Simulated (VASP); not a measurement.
# Li (I4/mmm) in VASP: notebook

Runs on Li. Level: PBEsol. Tasks: single point.

All numbers are computed with VASP 6.6.1; they aren't measurements. Logs are shortened: lines on timing, memory, paths and dates and some standing lists are left out, and cuts for length are marked.

## 1. The cell of the first run

The structure is tetragonal, space group I4/mmm (No. 139). Conventional cell: a = 3.202 Å, b = 3.202 Å, c = 4.166 Å, α = 90.00°, β = 90.00°, γ = 90.00°. Li (site symmetry 4/mmm) has 12 Li at 3.08 to 3.20 Å within 4.0 Å.

## 2. Single point, PBEsol

Contents of INCAR:

```
PREC = Accurate ; ENCUT = 520
EDIFF = 1E-6 ; ISMEAR = 0
SIGMA = 0.15 ; LREAL = False
LASPH = True ; NELM = 60
ALGO = Fast ; ISIF = 2
LWAVE = False ; LCHARG = False
GGA = PS ; NBANDS = 8
```

Contents of KPOINTS:

```
Automatic mesh
0
Gamma
  20 20 20
```

Contents of POSCAR:

```
Li
1.0
    0.0000000000      2.2640605574      2.0829357128
    2.2640605574      0.0000000000      2.0829357128
    2.2640605574      2.2640605574      0.0000000000
Li
1
Direct
    0.0000000000      0.0000000000      0.0000000000
```

Potentials or basis: VASP PAW PBE potentials, release 64 (Li_sv).

Command:

```sh
cat potpaw_PBE.64/Li_sv/POTCAR > POTCAR
mpirun -np 1 vasp_std > vasp.out
```

OUTCAR:

```text
PREC = Accurate
   ENCUT = 520
   EDIFF = 1E-6
   ISMEAR = 0
   LREAL = False
   LASPH = True
   NELM = 60
   ISIF = 2
   GGA = PS

 ion  position               nearest neighbor table
   1  0.000  0.000  0.000-

  LATTYP: Found a body centered tetragonal cell.
 ALAT       =     3.2018651463
 C/A-ratio  =     1.3010764774

  Lattice vectors:

 A1 = (   0.0000000000,  -2.2640605574,  -2.0829357128)
 A2 = (   0.0000000000,   2.2640605574,  -2.0829357128)
 A3 = (   2.2640605574,   0.0000000000,   2.0829357128)

Analysis of symmetry for initial positions (statically):
=====================================================================
 Subroutine PRICEL returns:
 Original cell was already a primitive cell.

 Routine SETGRP: Setting up the symmetry group for a
 body centered tetragonal supercell.

 Subroutine GETGRP returns: Found 16 space group operations
 (whereof 16 operations were pure point group operations)
 out of a pool of 16 trial point group operations.

The static configuration has the point symmetry D_4h.

Analysis of symmetry for dynamics (positions and initial velocities):
=====================================================================
 Subroutine PRICEL returns:
 Original cell was already a primitive cell.

 Routine SETGRP: Setting up the symmetry group for a
 body centered tetragonal supercell.

 Subroutine GETGRP returns: Found 16 space group operations
 (whereof 16 operations were pure point group operations)
 out of a pool of 16 trial point group operations.

The dynamic configuration has the point symmetry D_4h.

 Subroutine INISYM returns: Found 16 space group operations
 (whereof 16 operations are pure point group operations),
 and found     1 'primitive' translations

----------------------------------------------------------------------------------------

                                     Primitive cell

  volume of cell :      21.3541

  direct lattice vectors                    reciprocal lattice vectors
     0.000000000  2.264060557  2.082935713    -0.220842149  0.220842149  0.240045815
     2.264060557  0.000000000  2.082935713     0.220842149 -0.220842149  0.240045815
     2.264060557  2.264060557  0.000000000     0.220842149  0.220842149 -0.240045815

  length of vectors
     3.076457604  3.076457604  3.201865146     0.393909257  0.393909257  0.393909257

  position of ions in fractional coordinates (direct lattice)
[... 79 lines left out ...]
   EDIFFG = 0.1E-04   stopping-criterion for IOM
   NSW    =      0    number of steps for IOM
   IBRION =     -1    ionic relax: 0-MD 1-quasi-New 2-CG
   NFREE  =      0    steps in history (QN), initial steepest desc. (CG)
   ISIF   =      2    stress and relaxation
   ISYM   =      2    0-nonsym 1-usesym 2-fastsym
   POTIM  = 0.5000    time-step for ionic-motion
   TEBEG  =    0.0;   TEEND  =   0.0 temperature during run
   PSTRESS=    0.0 pullay stress
   NELECT =       3.0000    total number of electrons
   NUPDOWN=      -1.0000    fix difference up-down
   EMIN   =  10.00;   EMAX   =-10.00  energy-range for DOS
   EFERMI =   0.00;   METHOD = LEGACY
   ISMEAR =     0;   SIGMA  =   0.15  broadening in eV -4-tet -1-fermi 0-gaus
   EFERMI_NEDOS =   21; number of points for ismear=-14 and -15
   IALGO  =     68    algorithm
   IMIX   =      4    mixing-type and parameters
     AMIX     =   0.40;   BMIX     =  1.00
     AMIX_MAG =   1.60;   BMIX_MAG =  1.00
  volume/ion in A,a.u.               =      21.35       144.10
  Fermi-wavevector in a.u.,A,eV,Ry     =   0.851049  1.608250  9.854489  0.724285
  Thomas-Fermi vector in A             =   1.967122
   LORBIT       =      0    0 simple, 1 ext, 2 COOP (PROOUT), +10 PAW based schemes
   GGA     = PS    functional components
   LHFCALC =     F    Hartree Fock is set to
   AEXX    =    0.0000 exact exchange contribution
   IVDW    =     0    specifies the selected vdW correction
   LEPSILON=     F    determine dielectric tensor
   LRPA    =     F    only Hartree local field effects (RPA)
 non-spin polarized calculation
 RMM-DIIS sequential band-by-band and
 Gauss-broadening in eV      SIGMA  =   0.15
  energy-cutoff  :      520.00
  volume of cell :       21.35
 maximum number of plane-waves:       588
   NGX = 11   NGY = 11   NGZ = 11

 number of electron       3.0000006 magnetization

 Free energy of the ion-electron system (eV)
  ---------------------------------------------------
  ext. energy  EPLUGINS =         0.00000000
  ---------------------------------------------------
  free energy    TOTEN  =        -1.96756939 eV

  energy without entropy =       -1.96213374  energy(sigma->0) =       -1.96485156

 E-fermi :   0.4896     XC(G=0):  -6.8920

 val. band max:        0.4881635277   @ k =   0.5000   0.0500   0.2500
 cond. band min:       0.5012349573   @ k =   0.4000   0.0000   0.4000
 fundamental gap:      0.0130714295
 Fermi energy:         0.4895700350

 k-point     1 :       0.0000    0.0000    0.0000
  band No.  band energies     occupation
      1     -45.5239      2.00000
      2      -3.0011      2.00000
      3      14.2793      0.00000
      4      14.4095      0.00000
      5      14.4096      0.00000
      6      18.0927      0.00000
      7      18.0927      0.00000
      8      18.3609      0.00000
[... 243 lines left out ...]
 k-point    24 :      -0.3500    0.0500    0.0000
  band No.  band energies     occupation
      1     -45.5109      2.00000
      2      -0.6908      2.00000
      3       5.3109      0.00000
      4      12.4398      0.00000
      5      12.7527      0.00000
      6      16.0166      0.00000
      7      16.2171      0.00000
      8      19.0974      0.00000

 [... further k-points ...]

------------------------ aborting loop because EDIFF is reached ----------------------------------------

  FORCE on cell =-STRESS in cart. coord.  units (eV):
  Direction    XX          YY          ZZ          XY          YZ          ZX
  --------------------------------------------------------------------------------------
  -------------------------------------------------------------------------------------
  Total       -0.1078843     -0.1078843     -0.0860486      0.0000000      0.0000000     -0.0000000
  in kB       -8.0944416     -8.0944416     -6.4561337      0.0000000      0.0000000     -0.0000000
  external PRESSURE =      -7.5483389 kB  Pullay stress =       0.0000000 kB

 VOLUME and BASIS-vectors are now :
 -----------------------------------------------------------------------------
  energy-cutoff  :      520.00
  volume of cell :       21.35
      direct lattice vectors                 reciprocal lattice vectors
     0.000000000  2.264060557  2.082935713    -0.220842149  0.220842149  0.240045815
     2.264060557  0.000000000  2.082935713     0.220842149 -0.220842149  0.240045815
     2.264060557  2.264060557  0.000000000     0.220842149  0.220842149 -0.240045815

 POSITION                                       TOTAL-FORCE (eV/Angst)
 -----------------------------------------------------------------------------------
      0.00000      0.00000      0.00000         0.000000      0.000000      0.000000
 -----------------------------------------------------------------------------------
    total drift:                                0.000000      0.000000     -0.000000

  FREE ENERGIE OF THE ION-ELECTRON SYSTEM (eV)
  ---------------------------------------------------
  free  energy   TOTEN  =        -1.9675693870 eV

  energy  without entropy=       -1.9621337396  energy(sigma->0) =       -1.96485156
```

OSZICAR:

```text
N       E                     dE             d eps       ncg     rms          rms(c)
DAV:   1    -0.200302301690E+00   -0.20030E+00   -0.71283E+02 10376   0.258E+02
DAV:   2    -0.194337084467E+01   -0.17431E+01   -0.16846E+01 14816   0.342E+01
DAV:   3    -0.196989204594E+01   -0.26521E-01   -0.26500E-01 11904   0.318E+00
DAV:   4    -0.197021219568E+01   -0.32015E-03   -0.32014E-03 16048   0.308E-01
DAV:   5    -0.197021284960E+01   -0.65392E-06   -0.65390E-06 12248   0.115E-02    0.384E-01
RMM:   6    -0.196829307620E+01    0.19198E-02   -0.27690E-04 14179   0.952E-02    0.225E-01
RMM:   7    -0.196751859965E+01    0.77448E-03   -0.12343E-03 16310   0.201E-01    0.272E-02
RMM:   8    -0.196754377543E+01   -0.25176E-04   -0.20567E-04 16625   0.874E-02    0.431E-03
RMM:   9    -0.196756053185E+01   -0.16756E-04   -0.92506E-05 17009   0.594E-02    0.609E-03
RMM:  10    -0.196756809645E+01   -0.75646E-05   -0.32883E-05 16504   0.374E-02    0.128E-02
RMM:  11    -0.196756971482E+01   -0.16184E-05   -0.12417E-05 14924   0.242E-02    0.119E-02
RMM:  12    -0.196756938696E+01    0.32786E-06   -0.35779E-06 12532   0.140E-02
   1 F= -.19675694E+01 E0= -.19648516E+01  d E =-.543565E-02
```

stdout:

```text
POSCAR found type information on POSCAR Li
 POSCAR found :  1 types and       1 ions
 scaLAPACK will be used
 -----------------------------------------------------------------------------
|                                                                             |
|                                                                             |
|     You enforced a specific xc type in the INCAR file but a different       |
|     I HOPE YOU KNOW WHAT YOU ARE DOING!                                     |
|                                                                             |
 -----------------------------------------------------------------------------

 LDA part: xc-table for (Slater+PW92), standard interpolation
 POSCAR, INCAR and KPOINTS ok, starting setup
 FFT: planning ... GRIDC
 FFT: planning ... GRID_SOFT
 FFT: planning ... GRID
 WAVECAR not read
 entering main loop
WARNING in EDDRMM: call to ZHEGV failed, returncode =   6  3      7
WARNING in EDDRMM: call to ZHEGV failed, returncode =   6  3      5
WARNING in EDDRMM: call to ZHEGV failed, returncode =   6  3      5
WARNING in EDDRMM: call to ZHEGV failed, returncode =   6  3      6
WARNING in EDDRMM: call to ZHEGV failed, returncode =   8  4      8
```

Run time: 27 s. Hardware: 1 thread of Intel Xeon 6975P-C (Granite Rapids), shared host; peak memory 0.19 GiB.

Results:

* Free energy: -1.9676 eV
* Band gap on the k mesh: zero (an odd number of electrons rules out a gap without spin polarisation)

Caveat: the cutoff is under 1.25 times the usual one of these potentials, so pressure, stress and relaxed cells hold a basis-set (Pulay) error; the PAW data sets were made with another functional, which shifts forces and pressure a little.

## 3. Single point, PBEsol

This run uses another cell than the first one, of the same volume but with other edges.

Contents of INCAR:

```
SYSTEM = Li
ALGO = Fast ; EDIFF = 1E-6
ENCUT = 520 ; GGA = PS
ISIF = 2 ; ISMEAR = 0
LASPH = .TRUE. ; LCHARG = .FALSE.
LREAL = .FALSE. ; LWAVE = .FALSE.
NBANDS = 8 ; NELM = 80
PREC = Accurate ; SIGMA = 0.15
```

Contents of KPOINTS:

```
k-points
0
G
  20 20 20
  0 0 0
```

Contents of POSCAR:

```
Li
1.0
    0.0000000000      2.5420233125      1.6523151531
    2.5420233125      0.0000000000      1.6523151531
    2.5420233125      2.5420233125      0.0000000000
Li
1
Direct
    0.0000000000      0.0000000000      0.0000000000
```

Potentials or basis: VASP PAW PBE potentials, release 64 (Li_sv).

Command:

```sh
cat potpaw_PBE.64/Li_sv/POTCAR > POTCAR
mpirun -np 1 vasp_std > vasp.out
```

OUTCAR:

```text
SYSTEM = Li
   EDIFF = 1E-6
   ENCUT = 520
   GGA = PS
   ISIF = 2
   ISMEAR = 0
   LASPH = .TRUE.
   LREAL = .FALSE.
   NELM = 80
   PREC = Accurate

 ion  position               nearest neighbor table
   1  0.000  0.000  0.000-

  LATTYP: Found a body centered tetragonal cell.
 ALAT       =     3.5949638444
 C/A-ratio  =     0.9192388155

  Lattice vectors:

 A1 = (   0.0000000000,  -2.5420233125,  -1.6523151531)
 A2 = (   0.0000000000,   2.5420233125,  -1.6523151531)
 A3 = (   2.5420233125,   0.0000000000,   1.6523151531)

Analysis of symmetry for initial positions (statically):
=====================================================================
 Subroutine PRICEL returns:
 Original cell was already a primitive cell.

 Routine SETGRP: Setting up the symmetry group for a
 body centered tetragonal supercell.

 Subroutine GETGRP returns: Found 16 space group operations
 (whereof 16 operations were pure point group operations)
 out of a pool of 16 trial point group operations.

The static configuration has the point symmetry D_4h.

Analysis of symmetry for dynamics (positions and initial velocities):
=====================================================================
 Subroutine PRICEL returns:
 Original cell was already a primitive cell.

 Routine SETGRP: Setting up the symmetry group for a
 body centered tetragonal supercell.

 Subroutine GETGRP returns: Found 16 space group operations
 (whereof 16 operations were pure point group operations)
 out of a pool of 16 trial point group operations.

The dynamic configuration has the point symmetry D_4h.

 Subroutine INISYM returns: Found 16 space group operations
 (whereof 16 operations are pure point group operations),
 and found     1 'primitive' translations

----------------------------------------------------------------------------------------
[... 111 lines left out ...]
     AMIX_MAG =   1.60;   BMIX_MAG =  1.00
  volume/ion in A,a.u.               =      21.35       144.10
  Fermi-wavevector in a.u.,A,eV,Ry     =   0.851049  1.608250  9.854489  0.724285
  Thomas-Fermi vector in A             =   1.967122
   LORBIT       =      0    0 simple, 1 ext, 2 COOP (PROOUT), +10 PAW based schemes
   GGA     = PS    functional components
   LHFCALC =     F    Hartree Fock is set to
   AEXX    =    0.0000 exact exchange contribution
   IVDW    =     0    specifies the selected vdW correction
   LEPSILON=     F    determine dielectric tensor
   LRPA    =     F    only Hartree local field effects (RPA)
 non-spin polarized calculation
 RMM-DIIS sequential band-by-band and
 Gauss-broadening in eV      SIGMA  =   0.15
  energy-cutoff  :      520.00
  volume of cell :       21.35
 maximum number of plane-waves:       587
   NGX = 11   NGY = 11   NGZ = 13

 number of electron       2.9999998 magnetization

 Free energy of the ion-electron system (eV)
  ---------------------------------------------------
  ext. energy  EPLUGINS =         0.00000000
  ---------------------------------------------------
  free energy    TOTEN  =        -1.96589377 eV

  energy without entropy =       -1.96080822  energy(sigma->0) =       -1.96335099

 E-fermi :   0.4859     XC(G=0):  -6.8920

 val. band max:        0.4758349157   @ k =   0.5000   0.0000   0.4500
 cond. band min:       0.4983282343   @ k =  -0.2000   0.4000   0.2000
 fundamental gap:      0.0224933186
 Fermi energy:         0.4858505681

 k-point     1 :       0.0000    0.0000    0.0000
  band No.  band energies     occupation
      1     -45.5260      2.00000
      2      -3.0004      2.00000
      3      14.2978      0.00000
      4      14.2978      0.00000
      5      14.9634      0.00000
      6      17.9296      0.00000
      7      19.3253      0.00000
      8      19.9624      0.00000
[... 243 lines left out ...]
 k-point    24 :      -0.3500    0.0500    0.0000
  band No.  band energies     occupation
      1     -45.5122      2.00000
      2      -0.6802      2.00000
      3       6.4964      0.00000
      4      10.1281      0.00000
      5      11.8509      0.00000
      6      14.5050      0.00000
      7      16.5721      0.00000
      8      21.3680      0.00000

 [... further k-points ...]

------------------------ aborting loop because EDIFF is reached ----------------------------------------

  FORCE on cell =-STRESS in cart. coord.  units (eV):
  Direction    XX          YY          ZZ          XY          YZ          ZX
  --------------------------------------------------------------------------------------
  -------------------------------------------------------------------------------------
  Total       -0.1117986     -0.1117986     -0.0724850      0.0000000      0.0000000      0.0000000
  in kB       -8.3881254     -8.3881254     -5.4384670      0.0000000      0.0000000      0.0000000
  external PRESSURE =      -7.4049059 kB  Pullay stress =       0.0000000 kB

 VOLUME and BASIS-vectors are now :
 -----------------------------------------------------------------------------
  energy-cutoff  :      520.00
  volume of cell :       21.35
      direct lattice vectors                 reciprocal lattice vectors
     0.000000000  2.542023313  1.652315153    -0.196693711  0.196693711  0.302605710
     2.542023313  0.000000000  1.652315153     0.196693711 -0.196693711  0.302605710
     2.542023313  2.542023313  0.000000000     0.196693711  0.196693711 -0.302605710

 POSITION                                       TOTAL-FORCE (eV/Angst)
 -----------------------------------------------------------------------------------
      0.00000      0.00000      0.00000         0.000000      0.000000      0.000000
 -----------------------------------------------------------------------------------
    total drift:                               -0.000000     -0.000000     -0.000000

  FREE ENERGIE OF THE ION-ELECTRON SYSTEM (eV)
  ---------------------------------------------------
  free  energy   TOTEN  =        -1.9658937702 eV

  energy  without entropy=       -1.9608082180  energy(sigma->0) =       -1.96335099
```

OSZICAR:

```text
N       E                     dE             d eps       ncg     rms          rms(c)
DAV:   1    -0.206188993979E+00   -0.20619E+00   -0.70453E+02 10328   0.257E+02
DAV:   2    -0.194644133919E+01   -0.17403E+01   -0.17048E+01 14992   0.344E+01
DAV:   3    -0.196816269052E+01   -0.21721E-01   -0.21649E-01 11504   0.308E+00
DAV:   4    -0.196849086969E+01   -0.32818E-03   -0.32817E-03 15400   0.314E-01
DAV:   5    -0.196849188078E+01   -0.10111E-05   -0.10111E-05 11992   0.142E-02    0.379E-01
RMM:   6    -0.196665399249E+01    0.18379E-02   -0.27212E-04 14024   0.953E-02    0.223E-01
RMM:   7    -0.196584272493E+01    0.81127E-03   -0.12228E-03 16196   0.200E-01    0.271E-02
RMM:   8    -0.196587268962E+01   -0.29965E-04   -0.19308E-04 16435   0.866E-02    0.423E-03
RMM:   9    -0.196588672932E+01   -0.14040E-04   -0.83521E-05 16815   0.582E-02    0.557E-03
RMM:  10    -0.196589235367E+01   -0.56243E-05   -0.30268E-05 16364   0.377E-02    0.116E-02
RMM:  11    -0.196589393034E+01   -0.15767E-05   -0.12284E-05 14937   0.249E-02    0.115E-02
RMM:  12    -0.196589377023E+01    0.16011E-06   -0.40117E-06 12496   0.149E-02
   1 F= -.19658938E+01 E0= -.19633510E+01  d E =-.508555E-02
```

stdout:

```text
POSCAR found type information on POSCAR Li
 POSCAR found :  1 types and       1 ions
 scaLAPACK will be used
 -----------------------------------------------------------------------------
|                                                                             |
|                                                                             |
|     You enforced a specific xc type in the INCAR file but a different       |
|     I HOPE YOU KNOW WHAT YOU ARE DOING!                                     |
|                                                                             |
 -----------------------------------------------------------------------------

 LDA part: xc-table for (Slater+PW92), standard interpolation
 POSCAR, INCAR and KPOINTS ok, starting setup
 FFT: planning ... GRIDC
 FFT: planning ... GRID_SOFT
 FFT: planning ... GRID
 WAVECAR not read
 entering main loop
WARNING in EDDRMM: call to ZHEGV failed, returncode =   8  4      5
WARNING in EDDRMM: call to ZHEGV failed, returncode =   6  3      5
WARNING in EDDRMM: call to ZHEGV failed, returncode =   6  3      5
WARNING in EDDRMM: call to ZHEGV failed, returncode =   6  3      6
```

Run time: 37 s. Hardware: 1 thread of Intel Xeon 6975P-C (Granite Rapids), shared host; peak memory 0.2 GiB.

Results:

```
Free energy            : -1.9659 eV
Band gap on the k mesh : zero (an odd number of electrons rules out a gap without spin polarisation)
```

Caveat: the cutoff is under 1.25 times the usual one of these potentials, so pressure, stress and relaxed cells hold a basis-set (Pulay) error; the PAW data sets were made with another functional, which shifts forces and pressure a little.

[end of part 1 of 2]
